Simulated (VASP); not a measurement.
Write the native input for VASP 6.6.1 that does the following.

```
Task                   : single point
Functional             : PBE
Potentials or basis    : VASP PAW PBE potentials, release 64 (Cs_sv, I)
Cutoff                 : 520 eV
k mesh                 : 6 × 6 × 1
Occupations            : gaussian, width 0.1 eV
Spin                   : no spin polarisation
Dipole correction      : no
Further INCAR settings : ALGO = Normal; EDIFF = 1e-06; NBANDS = 34
```

The structure of Cs2I lies in POSCAR:

```
Cs2I
1.0
    5.3972451877      0.0000000000      0.0000000000
   -2.6986225938      4.6741514430      0.0000000000
    0.0000000000      0.0000000000     19.2175834241
Cs I
4 2
Direct
    0.3333333333      0.6666666667      0.6229452436
    0.6666666667      0.3333333333      0.1229452436
    0.3333333333      0.6666666667      0.8770547564
    0.6666666667      0.3333333333      0.3770547564
    0.3333333333      0.6666666667      0.2500000000
    0.6666666667      0.3333333333      0.7500000000
```

The input as run:

INCAR

```
SYSTEM = Cs2I
ALGO = Normal
EDIFF = 1E-6
ENCUT = 520
GGA = PE
ISIF = 2
ISMEAR = 0
LASPH = .TRUE.
LCHARG = .TRUE.
LELF = .TRUE.
LREAL = .FALSE.
LVHAR = .TRUE.
LWAVE = .FALSE.
NBANDS = 34
NELM = 100
PREC = Accurate
SIGMA = 0.1
```

KPOINTS

```
k-points
0
G
  6 6 1
  0 0 0
```

Potentials or basis: VASP PAW PBE potentials, release 64 (Cs_sv, I).

Launch:

```console
$ cat potpaw_PBE.64/Cs_sv/POTCAR potpaw_PBE.64/I/POTCAR > POTCAR
$ mpirun -np 1 vasp_std > vasp.out
```

Results of the run:

```yaml
Pressure: 0.0 GPa
Largest_force: 0.024 eV/Å
Band_gap_on_the_k_mesh: zero (band 25 reaches 2.36 eV, above the bottom of band 26 at 0.97 eV)
```

Caveat: spin-orbit coupling is left out, which moves the levels of the heavy elements.

Run time: 68 s on 1 thread of AMD EPYC 9R45 96-Core Processor (Zen 5) (shared host), peak memory 0.51 GiB.
